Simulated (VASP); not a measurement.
# LiGe5Pb (P4/mmm) in VASP: single point with PBE

Aim: the single point of LiGe5Pb with PBE.

Everything below comes from runs of VASP 6.6.1. Logs are shortened: lines on timing, memory, paths and dates and some standing lists are left out, and cuts for length are marked.

### Step 1. The cell of the first run

Symmetry: P4/mmm, No. 123, tetragonal system. The conventional cell has a = 3.956 Å, b = 3.956 Å, c = 9.550 Å, α = 90.00°, β = 90.00°, γ = 90.00°. Li (site symmetry 4/mmm) has 12 Ge at 2.80 to 2.96 Å within 3.7 Å. Within 3.7 Å of Ge (site symmetry 2mm) lie 6 Ge at 2.80 to 2.96 Å and 2 Li at 2.96 Å and 2 Pb at 3.24 Å. Within 3.7 Å of Ge (site symmetry 4/mmm) lie 4 Li at 2.80 Å and 8 Ge at 2.96 Å. Within 4.3 Å of Pb (site symmetry 4/mmm) lie 8 Ge at 3.24 Å and 4 Pb at 3.96 Å.

### Step 2. Single point, PBE

INCAR reads:

```
PREC = Accurate
ENCUT = 520
EDIFF = 1E-6
ISMEAR = 0
SIGMA = 0.1
LREAL = False
LASPH = True
NELM = 60
ALGO = Normal
ISIF = 2
LWAVE = False
LCHARG = False
GGA = PE
NBANDS = 52
```

KPOINTS reads:

```
Automatic mesh
0
Gamma
  10 10 4
```

POSCAR reads:

```
LiGe5Pb
1.0
    3.9559800967      0.0000000000      0.0000000000
    0.0000000000      3.9559800967      0.0000000000
    0.0000000000      0.0000000000      9.5503307613
Li Ge Pb
1 5 1
Direct
    0.5000000000      0.5000000000      0.0000000000
    0.5000000000      0.0000000000      0.7690811907
    0.0000000000      0.5000000000      0.7690811907
    0.5000000000      0.0000000000      0.2309188093
    0.0000000000      0.5000000000      0.2309188093
    0.0000000000      0.0000000000      0.0000000000
    0.0000000000      0.0000000000      0.5000000000
```

Potentials or basis: VASP PAW PBE potentials, release 64 (Li_sv, Ge_d, Pb_d).

On the command line:

```console
$ cat potpaw_PBE.64/Li_sv/POTCAR potpaw_PBE.64/Ge_d/POTCAR potpaw_PBE.64/Pb_d/POTCAR > POTCAR
$ mpirun -np 1 vasp_std > vasp.out
```

OUTCAR:

```text
PREC = Accurate
   ENCUT = 520
   EDIFF = 1E-6
   ISMEAR = 0
   LREAL = False
   LASPH = True
   NELM = 60
   ISIF = 2
   GGA = PE

 ion  position               nearest neighbor table
   1  0.500  0.500  0.000-
   2  0.500  0.000  0.769-   3 2.80   3 2.80   3 2.80   3 2.80   7 3.24   7 3.24
   3  0.000  0.500  0.769-   2 2.80   2 2.80   2 2.80   2 2.80   7 3.24   7 3.24
   4  0.500  0.000  0.231-   5 2.80   5 2.80   5 2.80   5 2.80   7 3.24   7 3.24
   5  0.000  0.500  0.231-   4 2.80   4 2.80   4 2.80   4 2.80   7 3.24   7 3.24
   6  0.000  0.000  0.000-
   7  0.000  0.000  0.500-   2 3.24   3 3.24   4 3.24   5 3.24   3 3.24   5 3.24   2 3.24   4 3.24

  LATTYP: Found a simple tetragonal cell.
 ALAT       =     3.9559800967
 C/A-ratio  =     2.4141503566

  Lattice vectors:

 A1 = (   3.9559800967,   0.0000000000,   0.0000000000)
 A2 = (   0.0000000000,   3.9559800967,   0.0000000000)
 A3 = (   0.0000000000,   0.0000000000,   9.5503307613)

Analysis of symmetry for initial positions (statically):
=====================================================================
 Subroutine PRICEL returns:
 Original cell was already a primitive cell.

 Routine SETGRP: Setting up the symmetry group for a
 simple tetragonal supercell.

 Subroutine GETGRP returns: Found 16 space group operations
 (whereof 16 operations were pure point group operations)
 out of a pool of 16 trial point group operations.

The static configuration has the point symmetry D_4h.

Analysis of symmetry for dynamics (positions and initial velocities):
=====================================================================
 Subroutine PRICEL returns:
 Original cell was already a primitive cell.

 Routine SETGRP: Setting up the symmetry group for a
 simple tetragonal supercell.

 Subroutine GETGRP returns: Found 16 space group operations
 (whereof 16 operations were pure point group operations)
 out of a pool of 16 trial point group operations.

The dynamic configuration has the point symmetry D_4h.

 Subroutine INISYM returns: Found 16 space group operations
 (whereof 16 operations are pure point group operations),
 and found     1 'primitive' translations

----------------------------------------------------------------------------------------

                                     Primitive cell

  volume of cell :     149.4606

  direct lattice vectors                    reciprocal lattice vectors
     3.955980097  0.000000000  0.000000000     0.252781858  0.000000000  0.000000000
     0.000000000  3.955980097  0.000000000     0.000000000  0.252781858  0.000000000
     0.000000000  0.000000000  9.550330761     0.000000000  0.000000000  0.104708415

  length of vectors
     3.955980097  3.955980097  9.550330761     0.252781858  0.252781858  0.104708415

  position of ions in fractional coordinates (direct lattice)
     0.500000000  0.500000000  0.000000000
     0.500000000  0.000000000  0.769081191
     0.000000000  0.500000000  0.769081191
     0.500000000  0.000000000  0.230918809
     0.000000000  0.500000000  0.230918809
     0.000000000  0.000000000  0.000000000
     0.000000000  0.000000000  0.500000000

  ion indices of the primitive-cell ions
   primitive index   ion index
                 1           1
                 2           2
                 3           3
                 4           4
                 5           5
                 6           6
                 7           7

----------------------------------------------------------------------------------------

 KPOINTS: Automatic mesh

Automatic generation of k-mesh.
 Grid dimensions read from file:
 generate k-points for:   10   10    4

 Generating k-lattice:

  Cartesian coordinates                     Fractional coordinates (reciprocal lattice)
     0.025278186  0.000000000  0.000000000     0.100000000  0.000000000  0.000000000
     0.000000000  0.025278186  0.000000000     0.000000000  0.100000000  0.000000000
     0.000000000  0.000000000  0.026177104     0.000000000  0.000000000  0.250000000

  Length of vectors
     0.025278186  0.025278186  0.026177104

  Shift w.r.t. Gamma in fractional coordinates (k-lattice)
     0.000000000  0.000000000  0.000000000

 Subroutine IBZKPT returns following result:
 ===========================================

 Found     63 irreducible k-points:

 Following reciprocal coordinates:
            Coordinates               Weight
  0.000000  0.000000  0.000000      1.000000
  0.100000  0.000000  0.000000      4.000000
  0.200000  0.000000  0.000000      4.000000
  0.300000  0.000000  0.000000      4.000000
  0.400000  0.000000  0.000000      4.000000
  0.500000  0.000000  0.000000      2.000000
[... 16 lines left out ...]
  0.100000  0.000000  0.250000      8.000000
  0.200000  0.000000  0.250000      8.000000
 [... further k-points ...]
   k-points           NKPTS =     63   k-points in BZ     NKDIM =     63   number of bands    NBANDS=     52
   number of dos      NEDOS =    301   number of ions     NIONS =      7
   total plane-waves  NPLWV =  64800
   dimension x,y,z NGX =    30 NGY =   30 NGZ =   72
   dimension x,y,z NGXF=    60 NGYF=   60 NGZF=  144
   ions per type =               1   5   1
   NGX,Y,Z   is equivalent  to a cutoff of  12.61, 12.61, 12.53 a.u.
   NGXF,Y,Z  is equivalent  to a cutoff of  25.21, 25.21, 25.07 a.u.
 SYSTEM =  unknown system
   PREC   = accura    normal or accurate (medium, high low for compatibility)
   ISTART =      0    job   : 0-new  1-cont  2-samecut
   ICHARG =      2    charge: 1-file 2-atom 10-const
   ISPIN  =      1    spin polarized calculation?
   LNONCOLLINEAR =      F non collinear calculations
   LSORBIT =      F    spin-orbit coupling
   LASPH  =      T    aspherical Exc in radial PAW
   ENCUT  =  520.0 eV  38.22 Ry    6.18 a.u.   7.36  7.36 17.76*2*pi/ulx,y,z
   NELM   =     60;   NELMIN=  2; NELMDL= -5     # of ELM steps
   EDIFF  = 0.1E-05   stopping-criterion for ELM
   LREAL  =      F    real-space projection
   EDIFFG = 0.1E-04   stopping-criterion for IOM
   NSW    =      0    number of steps for IOM
   IBRION =     -1    ionic relax: 0-MD 1-quasi-New 2-CG
   NFREE  =      0    steps in history (QN), initial steepest desc. (CG)
   ISIF   =      2    stress and relaxation
   ISYM   =      2    0-nonsym 1-usesym 2-fastsym
   POTIM  = 0.5000    time-step for ionic-motion
   TEBEG  =    0.0;   TEEND  =   0.0 temperature during run
   PSTRESS=    0.0 pullay stress
   NELECT =      87.0000    total number of electrons
   NUPDOWN=      -1.0000    fix difference up-down
   EMIN   =  10.00;   EMAX   =-10.00  energy-range for DOS
   EFERMI =   0.00;   METHOD = LEGACY
   ISMEAR =     0;   SIGMA  =   0.10  broadening in eV -4-tet -1-fermi 0-gaus
   EFERMI_NEDOS =   21; number of points for ismear=-14 and -15
   IALGO  =     38    algorithm
   IMIX   =      4    mixing-type and parameters
     AMIX     =   0.40;   BMIX     =  1.00
     AMIX_MAG =   1.60;   BMIX_MAG =  1.00
  volume/ion in A,a.u.               =      21.35       144.09
  Fermi-wavevector in a.u.,A,eV,Ry     =   1.366907  2.583080 25.421607  1.868435
  Thomas-Fermi vector in A             =   2.493007
   LORBIT       =      0    0 simple, 1 ext, 2 COOP (PROOUT), +10 PAW based schemes
   GGA     = PE    functional components
   LHFCALC =     F    Hartree Fock is set to
   AEXX    =    0.0000 exact exchange contribution
   IVDW    =     0    specifies the selected vdW correction
   LEPSILON=     F    determine dielectric tensor
   LRPA    =     F    only Hartree local field effects (RPA)
 non-spin polarized calculation
 Gauss-broadening in eV      SIGMA  =   0.10
  energy-cutoff  :      520.00
  volume of cell :      149.46
 maximum number of plane-waves:      4068
 NGX is ok and might be reduce to    30
   NGX = 15   NGY = 15   NGZ = 35

 number of electron      87.0000026 magnetization

 Free energy of the ion-electron system (eV)
  ---------------------------------------------------
  ext. energy  EPLUGINS =         0.00000000
  ---------------------------------------------------
  free energy    TOTEN  =       -27.35900292 eV

  energy without entropy =      -27.34655504  energy(sigma->0) =      -27.35277898

 E-fermi :   5.6060     XC(G=0): -10.2549

 val. band max:        5.6044523183   @ k =   0.3000   0.2000   0.2500
 cond. band min:       5.6579832285   @ k =   0.4000   0.1000   0.0000
 fundamental gap:      0.0535309102
 Fermi energy:         5.6060238125

 k-point     1 :       0.0000    0.0000    0.0000
  band No.  band energies     occupation
      1     -40.8811      2.00000
      2     -19.1110      2.00000
      3     -19.1092      2.00000
      4     -19.0762      2.00000
      5     -19.0716      2.00000
      6     -19.0716      2.00000
[... 44 lines left out ...]
     51       9.2615      0.00000
     52      10.2393      0.00000

 k-point     2 :       0.1000    0.0000    0.0000
  band No.  band energies     occupation
      1     -40.8811      2.00000
      2     -19.1054      2.00000
      3     -19.1038      2.00000
      4     -19.0739      2.00000
      5     -19.0708      2.00000
      6     -19.0699      2.00000
[... 44 lines left out ...]
     51       9.2488      0.00000
     52      10.2804      0.00000

 k-point     3 :       0.2000    0.0000    0.0000
  band No.  band energies     occupation
      1     -40.8810      2.00000
      2     -19.0892      2.00000
      3     -19.0886      2.00000
      4     -19.0682      2.00000
      5     -19.0680      2.00000
      6     -19.0651      2.00000
[... 44 lines left out ...]
     51       9.9497      0.00000
     52      10.3214      0.00000
[... 1046 lines left out ...]
 k-point    23 :       0.1000    0.0000    0.2500
  band No.  band energies     occupation
      1     -40.8811      2.00000
      2     -19.1054      2.00000
      3     -19.1038      2.00000
      4     -19.0738      2.00000
      5     -19.0707      2.00000
      6     -19.0699      2.00000
[... 44 lines left out ...]
     51       9.2871      0.00000
     52      10.1340      0.00000

 k-point    24 :       0.2000    0.0000    0.2500
  band No.  band energies     occupation
      1     -40.8810      2.00000
      2     -19.0892      2.00000
      3     -19.0886      2.00000
      4     -19.0681      2.00000
      5     -19.0680      2.00000
      6     -19.0651      2.00000
[... 44 lines left out ...]
     51       9.8256      0.00000
     52       9.9617      0.00000

 [... further k-points ...]

------------------------ aborting loop because EDIFF is reached ----------------------------------------

  FORCE on cell =-STRESS in cart. coord.  units (eV):
  Direction    XX          YY          ZZ          XY          YZ          ZX
  --------------------------------------------------------------------------------------
  -------------------------------------------------------------------------------------
  Total        0.0275489      0.0275489      0.0308630      0.0000000     -0.0000000      0.0000000
  in kB        0.2953169      0.2953169      0.3308435      0.0000000     -0.0000000      0.0000000
  external PRESSURE =       0.3071591 kB  Pullay stress =       0.0000000 kB

 VOLUME and BASIS-vectors are now :
 -----------------------------------------------------------------------------
  energy-cutoff  :      520.00
  volume of cell :      149.46
      direct lattice vectors                 reciprocal lattice vectors
     3.955980097  0.000000000  0.000000000     0.252781858  0.000000000  0.000000000
     0.000000000  3.955980097  0.000000000     0.000000000  0.252781858  0.000000000
     0.000000000  0.000000000  9.550330761     0.000000000  0.000000000  0.104708415

 POSITION                                       TOTAL-FORCE (eV/Angst)
 -----------------------------------------------------------------------------------
      1.97799      1.97799      0.00000        -0.000000     -0.000000      0.000000
      1.97799      0.00000      7.34498         0.000000      0.000000     -0.002302
      0.00000      1.97799      7.34498        -0.000000      0.000000     -0.002302
      1.97799      0.00000      2.20535        -0.000000     -0.000000      0.002302
      0.00000      1.97799      2.20535        -0.000000     -0.000000      0.002302
      0.00000      0.00000      0.00000        -0.000000     -0.000000      0.000000
      0.00000      0.00000      4.77517        -0.000000     -0.000000      0.000000
 -----------------------------------------------------------------------------------
    total drift:                                0.000000      0.000000      0.000000

  FREE ENERGIE OF THE ION-ELECTRON SYSTEM (eV)
  ---------------------------------------------------
  free  energy   TOTEN  =       -27.3590029179 eV

  energy  without entropy=      -27.3465550365  energy(sigma->0) =      -27.35277898
```

Wall time 5.9 min (1 thread of AMD EPYC 7R43 (Zen 3), shared host); peak memory 0.48 GiB.

What came out:

```yaml
Free_energy: -27.3590 eV
Band_gap_on_the_k_mesh: zero (an odd number of electrons rules out a gap without spin polarisation)
```

Forces in eV/Å, atoms in the order of the input:
```
Li   0.000  0.000  0.000
Ge   0.000  0.000 -0.002
Ge   0.000  0.000 -0.002
Ge   0.000  0.000  0.002
Ge   0.000  0.000  0.002
Ge   0.000  0.000  0.000
Pb   0.000  0.000  0.000
```

Levels at points of the mesh, in eV from the Fermi level:
| k point | band 39 | band 40 | band 41 | band 42 | band 43 | band 44 | band 45 | band 46 | band 47 | band 48 |
| --- | --- | --- | --- | --- | --- | --- | --- | --- | --- | --- |
| (0.00, 0.00, 0.00) | -2.63 | -2.63 | -1.65 | -1.65 | 0.84 | 1.03 | 1.03 | 1.51 | 1.65 | 2.92 |
| (0.50, 0.00, 0.00) | -2.38 | -0.76 | -0.65 | -0.52 | 0.60 | 0.63 | 0.73 | 0.89 | 1.03 | 1.78 |
| (0.50, 0.50, 0.00) | -4.45 | -4.33 | -3.49 | -3.49 | -2.02 | 0.09 | 0.27 | 0.27 | 0.32 | 0.32 |
| (0.00, 0.00, 0.50) | -2.51 | -2.02 | -1.89 | -1.89 | -1.61 | 1.63 | 1.63 | 1.87 | 2.57 | 2.81 |
| (0.50, 0.00, 0.50) | -2.83 | -0.81 | -0.74 | -0.64 | 0.28 | 0.61 | 1.01 | 1.75 | 1.83 | 1.89 |
| (0.50, 0.50, 0.50) | -4.42 | -4.37 | -3.66 | -2.78 | -2.78 | -1.88 | -1.88 | 2.77 | 2.87 | 2.92 |

Caveat: the cutoff is under 1.25 times the usual one of these potentials, so pressure, stress and relaxed cells hold a basis-set (Pulay) error; spin-orbit coupling is left out, which moves the levels of the heavy elements; an odd number of electrons without spin polarisation forces a metal; a magnetic or distorted state may lie lower.

The gap in the log of VASP goes by the Fermi energy; the results here count the filled bands.